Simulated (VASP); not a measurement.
# SrTiO3 (P4/mmm) in VASP: a series of runs

SrTiO3 is run at these levels: PBE+U; tasks: single point.

All numbers are computed with VASP 6.6.1; they aren't measurements. Logs are shortened: lines on timing, memory, paths and dates and some standing lists are left out, and cuts for length are marked.

## (1) The cell of the first run

Symmetry: P4/mmm, No. 123, tetragonal system. The conventional cell has a = 3.947 Å, b = 3.947 Å, c = 4.125 Å, α = 90.00°, β = 90.00°, γ = 90.00°. Within 3.7 Å of Sr (site symmetry 4/mmm) lie 12 O at 2.79 to 2.85 Å and 8 Ti at 3.47 Å. Ti (site symmetry 4/mmm) has 6 O at 1.97 to 2.06 Å within 2.6 Å. O (site symmetry mmm) has 2 Ti at 1.97 Å within 2.6 Å. Within 2.9 Å of O (site symmetry 4/mmm) lie 2 Ti at 2.06 Å and 4 Sr at 2.79 Å and 8 O at 2.85 Å.

## (2) Single point, PBE+U

Contents of INCAR:

```
PREC = Accurate
ENCUT = 520
EDIFF = 1E-6
ISMEAR = 0
SIGMA = 0.02
LREAL = F
LASPH = T
NELM = 150
ALGO = Normal
ISIF = 2
LWAVE = F
LCHARG = T
LMAXMIX = 4
LDAU = T
LDAUTYPE = 2
LDAUL = -1 2 -1
LDAUU = 0 4 0
LDAUJ = 0 0 0
LDAUPRINT = 1
GGA = PE
LELF = T
LVHAR = T
NBANDS = 28
```

Contents of KPOINTS:

```
regular mesh
0
Gamma
  8 8 8
```

Contents of POSCAR:

```
SrTiO3
1.0
    3.9471298222      0.0000000000      0.0000000000
    0.0000000000      3.9471298222      0.0000000000
    0.0000000000      0.0000000000      4.1247506642
Sr Ti O
1 1 3
Direct
    0.0000000000      0.0000000000      0.0000000000
    0.5000000000      0.5000000000      0.5000000000
    0.5000000000      0.0000000000      0.5000000000
    0.5000000000      0.5000000000      0.0000000000
    0.0000000000      0.5000000000      0.5000000000
```

Potentials or basis: VASP PAW PBE potentials, release 64 (Sr_sv, Ti_sv, O).

Command:

```sh
> cat potpaw_PBE.64/Sr_sv/POTCAR potpaw_PBE.64/Ti_sv/POTCAR potpaw_PBE.64/O/POTCAR > POTCAR
> mpirun -np 1 vasp_std > vasp.out
```

OUTCAR:

```text
PREC = Accurate
   ENCUT = 520
   EDIFF = 1E-6
   ISMEAR = 0
   LREAL = F
   LASPH = T
   NELM = 150
   ISIF = 2
   GGA = PE

 ion  position               nearest neighbor table
   1  0.000  0.000  0.000-   4 2.79   4 2.79   4 2.79   4 2.79   5 2.85   3 2.85   5 2.85   5 2.85
                             3 2.85   5 2.85   3 2.85   3 2.85   2 3.47   2 3.47   2 3.47   2 3.47
   2  0.500  0.500  0.500-   3 1.97   5 1.97   3 1.97   5 1.97   4 2.06   4 2.06   1 3.47   1 3.47
                             1 3.47   1 3.47   1 3.47   1 3.47   1 3.47   1 3.47
   3  0.500  0.000  0.500-   2 1.97   2 1.97   1 2.85   1 2.85   1 2.85   1 2.85
   4  0.500  0.500  0.000-   2 2.06   2 2.06   1 2.79   1 2.79   1 2.79   1 2.79
   5  0.000  0.500  0.500-   2 1.97   2 1.97   1 2.85   1 2.85   1 2.85   1 2.85

  LATTYP: Found a simple tetragonal cell.
 ALAT       =     3.9471298222
 C/A-ratio  =     1.0450000000

  Lattice vectors:

 A1 = (   3.9471298222,   0.0000000000,   0.0000000000)
 A2 = (   0.0000000000,   3.9471298222,   0.0000000000)
 A3 = (   0.0000000000,   0.0000000000,   4.1247506642)

Analysis of symmetry for initial positions (statically):
=====================================================================
 Subroutine PRICEL returns:
 Original cell was already a primitive cell.

 Routine SETGRP: Setting up the symmetry group for a
 simple tetragonal supercell.

 Subroutine GETGRP returns: Found 16 space group operations
 (whereof 16 operations were pure point group operations)
 out of a pool of 16 trial point group operations.

The static configuration has the point symmetry D_4h.

Analysis of symmetry for dynamics (positions and initial velocities):
=====================================================================
 Subroutine PRICEL returns:
 Original cell was already a primitive cell.

 Routine SETGRP: Setting up the symmetry group for a
 simple tetragonal supercell.

 Subroutine GETGRP returns: Found 16 space group operations
 (whereof 16 operations were pure point group operations)
 out of a pool of 16 trial point group operations.

The dynamic configuration has the point symmetry D_4h.

 Subroutine INISYM returns: Found 16 space group operations
 (whereof 16 operations are pure point group operations),
 and found     1 'primitive' translations

----------------------------------------------------------------------------------------

                                     Primitive cell

  volume of cell :      64.2629

  direct lattice vectors                    reciprocal lattice vectors
     3.947129822  0.000000000  0.000000000     0.253348647  0.000000000  0.000000000
     0.000000000  3.947129822  0.000000000     0.000000000  0.253348647  0.000000000
     0.000000000  0.000000000  4.124750664     0.000000000  0.000000000  0.242438897

  length of vectors
     3.947129822  3.947129822  4.124750664     0.253348647  0.253348647  0.242438897

  position of ions in fractional coordinates (direct lattice)
     0.000000000  0.000000000  0.000000000
     0.500000000  0.500000000  0.500000000
     0.500000000  0.000000000  0.500000000
     0.500000000  0.500000000  0.000000000
     0.000000000  0.500000000  0.500000000

  ion indices of the primitive-cell ions
   primitive index   ion index
                 1           1
                 2           2
                 3           3
                 4           4
                 5           5

----------------------------------------------------------------------------------------

 KPOINTS: regular mesh

Automatic generation of k-mesh.
 Grid dimensions read from file:
 generate k-points for:    8    8    8

 Generating k-lattice:

  Cartesian coordinates                     Fractional coordinates (reciprocal lattice)
     0.031668581  0.000000000  0.000000000     0.125000000  0.000000000  0.000000000
[... 53 lines left out ...]
   ISPIN  =      1    spin polarized calculation?
   LNONCOLLINEAR =      F non collinear calculations
   LSORBIT =      F    spin-orbit coupling
   LASPH  =      T    aspherical Exc in radial PAW
   ENCUT  =  520.0 eV  38.22 Ry    6.18 a.u.   7.34  7.34  7.67*2*pi/ulx,y,z
   NELM   =    150;   NELMIN=  2; NELMDL= -5     # of ELM steps
   EDIFF  = 0.1E-05   stopping-criterion for ELM
   LREAL  =      F    real-space projection
   EDIFFG = 0.1E-04   stopping-criterion for IOM
   NSW    =      0    number of steps for IOM
   IBRION =     -1    ionic relax: 0-MD 1-quasi-New 2-CG
   NFREE  =      0    steps in history (QN), initial steepest desc. (CG)
   ISIF   =      2    stress and relaxation
   ISYM   =      2    0-nonsym 1-usesym 2-fastsym
   POTIM  = 0.5000    time-step for ionic-motion
   TEBEG  =    0.0;   TEEND  =   0.0 temperature during run
   PSTRESS=    0.0 pullay stress
   NELECT =      40.0000    total number of electrons
   NUPDOWN=      -1.0000    fix difference up-down
   EMIN   =  10.00;   EMAX   =-10.00  energy-range for DOS
   EFERMI =   0.00;   METHOD = LEGACY
   ISMEAR =     0;   SIGMA  =   0.02  broadening in eV -4-tet -1-fermi 0-gaus
   EFERMI_NEDOS =   21; number of points for ismear=-14 and -15
   IALGO  =     38    algorithm
   IMIX   =      4    mixing-type and parameters
     AMIX     =   0.40;   BMIX     =  1.00
     AMIX_MAG =   1.60;   BMIX_MAG =  1.00
  volume/ion in A,a.u.               =      12.85        86.73
  Fermi-wavevector in a.u.,A,eV,Ry     =   1.397788  2.641436 26.583218  1.953811
  Thomas-Fermi vector in A             =   2.521010
   LORBIT       =      0    0 simple, 1 ext, 2 COOP (PROOUT), +10 PAW based schemes
 LDA+U is selected, type is set to LDAUTYPE =  2
   angular momentum for each species LDAUL =    -1    2   -1
   U (eV)           for each species LDAUU =   0.0  4.0  0.0
   J (eV)           for each species LDAUJ =   0.0  0.0  0.0
   GGA     = PE    functional components
   LHFCALC =     F    Hartree Fock is set to
   AEXX    =    0.0000 exact exchange contribution
   IVDW    =     0    specifies the selected vdW correction
   LEPSILON=     F    determine dielectric tensor
   LRPA    =     F    only Hartree local field effects (RPA)
 non-spin polarized calculation
 Gauss-broadening in eV      SIGMA  =   0.02
  energy-cutoff  :      520.00
  volume of cell :       64.26
 maximum number of plane-waves:      1751
 NGX is ok and might be reduce to    30
   NGX = 15   NGY = 15   NGZ = 15

atom =   2  type =  2  l = 2

 onsite density matrix

spin component  1

  0.1068  0.0000  0.0000  0.0000 -0.0000
  0.0000  0.0977  0.0000  0.0000  0.0000
  0.0000  0.0000  0.2260  0.0000  0.0000
  0.0000  0.0000  0.0000  0.0977 -0.0000
 -0.0000  0.0000  0.0000 -0.0000  0.2518

spin component  2

  0.1068  0.0000  0.0000  0.0000 -0.0000
  0.0000  0.0977  0.0000  0.0000  0.0000
  0.0000  0.0000  0.2260  0.0000  0.0000
  0.0000  0.0000  0.0000  0.0977 -0.0000
 -0.0000  0.0000  0.0000 -0.0000  0.2518

 occupancies and eigenvectors

  o =  0.0977  v =  0.0000  0.7910 -0.0000  0.6118 -0.0000  0.0000  0.0000  0.0000  0.0000  0.0000      0.0000  0.0000  0.0000  0.0000  0.0000  0.0000  0.0000  0.0000  0.0000  0.0000
  o =  0.0977  v =  0.0000  0.0000  0.0000  0.0000  0.0000  0.0000  0.7910 -0.0000  0.6118 -0.0000      0.0000  0.0000  0.0000  0.0000  0.0000  0.0000  0.0000  0.0000  0.0000  0.0000
  o =  0.0977  v =  0.0000  0.0000  0.0000  0.0000  0.0000  0.0000 -0.6118 -0.0000  0.7910 -0.0000      0.0000  0.0000  0.0000  0.0000  0.0000  0.0000  0.0000  0.0000  0.0000  0.0000
  o =  0.0977  v =  0.0000 -0.6118 -0.0000  0.7910 -0.0000  0.0000  0.0000  0.0000  0.0000  0.0000      0.0000  0.0000  0.0000  0.0000  0.0000  0.0000  0.0000  0.0000  0.0000  0.0000
  o =  0.1068  v =  0.0000  0.0000  0.0000  0.0000  0.0000  1.0000  0.0000  0.0000  0.0000  0.0000      0.0000  0.0000  0.0000  0.0000  0.0000  0.0000  0.0000  0.0000  0.0000  0.0000
  o =  0.1068  v =  1.0000  0.0000  0.0000  0.0000  0.0000  0.0000  0.0000  0.0000  0.0000  0.0000      0.0000  0.0000  0.0000  0.0000  0.0000  0.0000  0.0000  0.0000  0.0000  0.0000
  o =  0.2260  v =  0.0000  0.0000  1.0000  0.0000 -0.0000  0.0000  0.0000  0.0000  0.0000  0.0000      0.0000  0.0000  0.0000  0.0000  0.0000  0.0000  0.0000  0.0000  0.0000  0.0000
  o =  0.2260  v =  0.0000  0.0000  0.0000  0.0000  0.0000  0.0000  0.0000  1.0000  0.0000 -0.0000      0.0000  0.0000  0.0000  0.0000  0.0000  0.0000  0.0000  0.0000  0.0000  0.0000
  o =  0.2518  v =  0.0000  0.0000  0.0000  0.0000  0.0000  0.0000  0.0000  0.0000  0.0000  1.0000      0.0000  0.0000  0.0000  0.0000  0.0000  0.0000  0.0000  0.0000  0.0000  0.0000
  o =  0.2518  v =  0.0000  0.0000  0.0000  0.0000  1.0000  0.0000  0.0000  0.0000  0.0000  0.0000      0.0000  0.0000  0.0000  0.0000  0.0000  0.0000  0.0000  0.0000  0.0000  0.0000

 number of electron      39.9999996 magnetization

 Free energy of the ion-electron system (eV)
  ---------------------------------------------------
  ext. energy  EPLUGINS =         0.00000000
  ---------------------------------------------------
  free energy    TOTEN  =       -37.34316540 eV

  energy without entropy =      -37.34316540  energy(sigma->0) =      -37.34316540

 E-fermi :   3.8496     XC(G=0): -10.8817

 val. band max:        3.7571287802   @ k =   0.5000   0.5000   0.5000
 cond. band min:       5.8901112434   @ k =   0.0000   0.0000   0.0000
 fundamental gap:      2.1329824632
 Fermi energy:         3.8496026633

 k-point     1 :       0.0000    0.0000    0.0000
  band No.  band energies     occupation
      1     -54.1516      2.00000
      2     -30.3085      2.00000
      3     -30.3056      2.00000
      4     -30.3056      2.00000
      5     -29.3317      2.00000
      6     -13.5490      2.00000
[... 733 lines left out ...]
     27      11.1775      0.00000
     28      11.8138      0.00000

 [... further k-points ...]

------------------------ aborting loop because EDIFF is reached ----------------------------------------

  FORCE on cell =-STRESS in cart. coord.  units (eV):
  Direction    XX          YY          ZZ          XY          YZ          ZX
  --------------------------------------------------------------------------------------
  -------------------------------------------------------------------------------------
  Total       -0.5199128     -0.5199128     -3.7151778      0.0000000      0.0000000      0.0000000
  in kB      -12.9622546    -12.9622546    -92.6253068      0.0000000      0.0000000      0.0000000
  external PRESSURE =     -39.5166054 kB  Pullay stress =       0.0000000 kB

 VOLUME and BASIS-vectors are now :
 -----------------------------------------------------------------------------
  energy-cutoff  :      520.00
  volume of cell :       64.26
      direct lattice vectors                 reciprocal lattice vectors
     3.947129822  0.000000000  0.000000000     0.253348647  0.000000000  0.000000000
     0.000000000  3.947129822  0.000000000     0.000000000  0.253348647  0.000000000
     0.000000000  0.000000000  4.124750664     0.000000000  0.000000000  0.242438897

 POSITION                                       TOTAL-FORCE (eV/Angst)
 -----------------------------------------------------------------------------------
      0.00000      0.00000      0.00000         0.000000      0.000000      0.000000
      1.97356      1.97356      2.06238         0.000000      0.000000      0.000000
      1.97356      0.00000      2.06238         0.000000      0.000000      0.000000
      1.97356      1.97356      0.00000         0.000000      0.000000      0.000000
      0.00000      1.97356      2.06238         0.000000      0.000000      0.000000
 -----------------------------------------------------------------------------------
    total drift:                                0.000000      0.000000     -0.000000

  FREE ENERGIE OF THE ION-ELECTRON SYSTEM (eV)
  ---------------------------------------------------
  free  energy   TOTEN  =       -37.3431654012 eV

  energy  without entropy=      -37.3431654012  energy(sigma->0) =      -37.34316540
```

Wall time 68 s (1 thread of Intel Xeon 6975P-C (Granite Rapids), shared host); peak memory 0.26 GiB.

Results:

* Free energy: -37.3432 eV
* Pressure: -4.0 GPa
* Band gap on the k mesh: 2.13 eV (least direct gap 2.63 eV)

Levels at points of the mesh, in eV from the valence-band top:
| k point | band 17 | band 18 | band 19 | band 20 | band 21 | band 22 | band 23 | band 24 |
| --- | --- | --- | --- | --- | --- | --- | --- | --- |
| (0.00, 0.00, 0.00) | -1.07 | -0.52 | -0.50 | -0.50 | 2.13 | 2.13 | 2.19 | 3.62 |
| (0.50, 0.00, 0.00) | -2.24 | -1.85 | -0.89 | -0.84 | 2.31 | 3.69 | 3.91 | 3.91 |
| (0.50, 0.50, 0.00) | -1.95 | -1.42 | -1.42 | -0.06 | 3.93 | 3.93 | 4.34 | 4.39 |
| (0.00, 0.00, 0.50) | -1.87 | -1.84 | -0.82 | -0.82 | 2.32 | 3.57 | 3.57 | 3.90 |
| (0.50, 0.00, 0.50) | -1.98 | -1.66 | -1.64 | -0.21 | 3.59 | 3.92 | 4.20 | 4.70 |
| (0.50, 0.50, 0.50) | -3.40 | -0.10 | -0.10 | 0.00 | 4.37 | 4.37 | 4.55 | 6.45 |

Eigenvalues of the final occupation matrices:
| site | spin | trace | eigenvalues |
| --- | --- | --- | --- |
| site 2 d | 1 | 0.78 | 0.10 0.10 0.11 0.23 0.25 |
| site 2 d | 2 | 0.78 | 0.10 0.10 0.11 0.23 0.25 |

Caveat: the cell stands under tension.

## (3) Single point, PBE+U

This run uses another cell than the first one, of 12.05 Å³/atom.

Contents of INCAR:

```
PREC = Accurate
ENCUT = 520
EDIFF = 1E-6
ISMEAR = 0
SIGMA = 0.02
LREAL = False
LASPH = True
NELM = 150
ALGO = Normal
ISIF = 2
LWAVE = False
LCHARG = False
LMAXMIX = 4
LDAU = True
LDAUTYPE = 2
LDAUL = -1 2 -1
LDAUU = 0 4 0
LDAUJ = 0 0 0
LDAUPRINT = 1
GGA = PE
NBANDS = 28
```

Contents of KPOINTS:

```
Automatic mesh
0
Gamma
  8 8 8
```

POSCAR, as its differences from that of step 2:

```diff
@@ -2,5 +2,5 @@
 1.0
-    3.9471298222      0.0000000000      0.0000000000
-    0.0000000000      3.9471298222      0.0000000000
-    0.0000000000      0.0000000000      4.1247506642
+    3.8879228720      0.0000000000      0.0000000000
+    0.0000000000      3.8879228720      0.0000000000
+    0.0000000000      0.0000000000      3.9869185702
 Sr Ti O
```

Potentials or basis: VASP PAW PBE potentials, release 64 (Sr_sv, Ti_sv, O).

Command:

```sh
> cat potpaw_PBE.64/Sr_sv/POTCAR potpaw_PBE.64/Ti_sv/POTCAR potpaw_PBE.64/O/POTCAR > POTCAR
> mpirun -np 1 vasp_std > vasp.out
```

Run time: 2.8 min. Hardware: 1 thread of Intel Xeon 8259CL, shared host; peak memory 0.26 GiB.

It converged, with:

| Item | Value |
| --- | --- |
| Free energy | -37.3484 eV |
| Pressure | 6.6 GPa |
| Band gap on the k mesh | 2.31 eV (least direct gap 2.76 eV) |

Stress tensor (GPa, compression positive):
```
8.73 0.00 0.00
0.00 8.73 0.00
0.00 0.00 2.47
```

Levels at points of the mesh, in eV from the valence-band top:
| k point | band 16 | band 17 | band 18 | band 19 | band 20 | band 21 | band 22 | band 23 | band 24 | band 25 |
| --- | --- | --- | --- | --- | --- | --- | --- | --- | --- | --- |
| (0.00, 0.00, 0.00) | -1.17 | -1.17 | -0.47 | -0.45 | -0.45 | 2.31 | 2.31 | 2.34 | 4.13 | 4.28 |
| (0.50, 0.00, 0.00) | -2.37 | -2.32 | -2.01 | -0.86 | -0.84 | 2.51 | 4.18 | 4.23 | 4.23 | 6.35 |
| (0.50, 0.50, 0.00) | -2.88 | -1.93 | -1.53 | -1.53 | -0.08 | 4.25 | 4.25 | 4.73 | 4.97 | 7.83 |
| (0.00, 0.00, 0.50) | -2.10 | -2.10 | -2.00 | -0.82 | -0.82 | 2.51 | 4.02 | 4.02 | 4.30 | 6.24 |
| (0.50, 0.00, 0.50) | -2.64 | -1.92 | -1.67 | -1.66 | -0.17 | 4.03 | 4.24 | 4.61 | 5.20 | 7.71 |
| (0.50, 0.50, 0.50) | -3.59 | -3.59 | -0.06 | -0.06 | 0.00 | 4.82 | 4.82 | 4.93 | 6.75 | 6.75 |

Eigenvalues of the final occupation matrices:
```csv
site,spin,trace,eigenvalues
site 2 d,1,0.82,0.10 0.10 0.11 0.24 0.26
site 2 d,2,0.82,0.10 0.10 0.11 0.24 0.26
```

Caveat: the cell stands under pressure. A k mesh can miss the band edges.

## (4) Single point, PBE+U (biaxial strain in the a-b plane: +1.5 %, then relaxed in part)

Contents of INCAR:

```
  ALGO = Normal
  EDIFF = 1E-7
  ENCUT = 520
  GGA = PE
  ISIF = 2
  ISMEAR = 0
  LASPH = T
  LCHARG = F
  LDAU = T
  LDAUJ = 0 0 0
  LDAUL = -1 2 -1
  LDAUPRINT = 1
  LDAUTYPE = 2
  LDAUU = 0 4 0
  LMAXMIX = 4
  LREAL = F
  LWAVE = F
  NBANDS = 28
  NELM = 150
  PREC = Accurate
  SIGMA = 0.02
```

Contents of KPOINTS:

```
k-points
0
Gamma
  8 8 8
```

POSCAR, as its differences from that of step 3:

```diff
@@ -2,5 +2,5 @@
 1.0
-    3.8879228720      0.0000000000      0.0000000000
-    0.0000000000      3.8879228720      0.0000000000
-    0.0000000000      0.0000000000      3.9869185702
+    4.0063367665      0.0000000000      0.0000000000
+    0.0000000000      4.0063367665      0.0000000000
+    0.0000000000      0.0000000000      3.9113478626
 Sr Ti O
```

Command:

```sh
> cat potpaw_PBE.64/Sr_sv/POTCAR potpaw_PBE.64/Ti_sv/POTCAR potpaw_PBE.64/O/POTCAR > POTCAR
> mpirun -np 1 vasp_std > vasp.out
```

Run time: 2.9 min. Hardware: 1 thread of Intel Xeon 8259CL, shared host; peak memory 0.27 GiB.

It converged, with:

```
Free energy            : -37.3971 eV
Pressure               : -0.7 GPa
Band gap on the k mesh : 2.23 eV (least direct gap 2.67 eV)
```

Stress tensor (GPa, compression positive):
```
-2.45  0.00  0.00
 0.00 -2.45  0.00
 0.00  0.00  2.92
```

Levels at points of the mesh, in eV from the valence-band top:
```
           k point  band 16  band 17  band 18  band 19  band 20  band 21  band 22  band 23  band 24  band 25
(0.00, 0.00, 0.00)    -1.14    -1.05    -0.46    -0.46    -0.44     2.23     2.26     2.26     3.90     4.02
(0.50, 0.00, 0.00)    -2.09    -2.04    -1.86    -0.81    -0.80     2.42     3.89     3.90     4.00     5.92
(0.50, 0.50, 0.00)    -2.49    -1.92    -1.64    -1.64    -0.14     3.91     3.91     4.35     4.95     7.54
(0.00, 0.00, 0.50)    -2.31    -2.31    -1.87    -0.83    -0.83     2.42     3.91     4.09     4.09     5.98
(0.50, 0.00, 0.50)    -2.58    -1.92    -1.51    -1.51    -0.08     3.92     4.11     4.47     4.74     7.59
(0.50, 0.50, 0.50)    -3.58    -3.39    -0.04     0.00     0.00     4.54     4.65     4.65     6.60     6.70
```

Eigenvalues of the final occupation matrices:
```
    site  spin  trace               eigenvalues
site 2 d     1   0.79  0.10 0.10 0.10 0.24 0.25
site 2 d     2   0.79  0.10 0.10 0.10 0.24 0.25
```

Caveat: the cell differs from its parent crystal (biaxial strain in the a-b plane: +1.5 %, then relaxed in part). A k mesh can miss the band edges.

(Part 1 of 3 ends here.)
